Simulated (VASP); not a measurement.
# Os: single point with r2SCAN

The system is Os.

```
Os
1.0
    -0.04863    1.94500    1.94500
     1.94500   -0.04863    1.94500
     1.89637    1.89637    0.00000
Os
1
Direct
  0.00000 0.00000 0.00000
```

This cell differs from its parent crystal: strain -0.0500 x Voigt [0, 0, 0, 0, 0, 1].

| Property | Result |
| --- | --- |
| Program | VASP 6.6.1 |
| Task | single point |
| Functional | r2SCAN |
| Potentials or basis | VASP PAW PBE potentials, release 64 (Os) |
| Cutoff | 520 eV |
| k mesh | 20 × 20 × 20 |
| Occupations | gaussian, width 0.15 eV |
| Spin | no spin polarisation |

```yaml
Pressure: -15.2 GPa
Band_gap_on_the_k_mesh: zero (bands 4 and 5 overlap by 3.79 eV)
```

Stress tensor (GPa, compression positive):
```
-14.63  14.13   0.00
 14.13 -14.63   0.00
  0.00   0.00 -16.21
```

Levels at points of the mesh, in eV from the Fermi level:
```tsv
k point	band 1	band 2	band 3	band 4	band 5	band 6	band 7	band 8
(0.00, 0.00, 0.00)	-10.87	-3.34	-3.00	-2.46	0.03	0.04	14.92	20.02
(0.50, 0.00, 0.00)	-7.67	-3.37	-2.63	-0.51	1.98	2.48	8.46	14.75
(0.50, 0.50, 0.00)	-7.43	-6.74	2.28	2.28	3.00	3.01	11.59	12.10
(0.00, 0.00, 0.50)	-7.55	-3.50	-2.80	0.04	2.18	2.63	9.24	14.31
(0.50, 0.00, 0.50)	-7.42	-6.73	2.14	2.30	2.97	3.09	12.16	12.54
```

Run time: 3.1 min on 1 thread of Intel(R) Xeon(R) 6975P-C (Granite Rapids), on a shared host, peak memory 0.28 GiB.

Caveat: the cell differs from its parent crystal (strain -0.0500 x Voigt [0, 0, 0, 0, 0, 1]); the cell stands under tension; the PAW data sets were made with another functional, which shifts forces and pressure a little; spin-orbit coupling is left out, which moves the levels of the heavy elements.
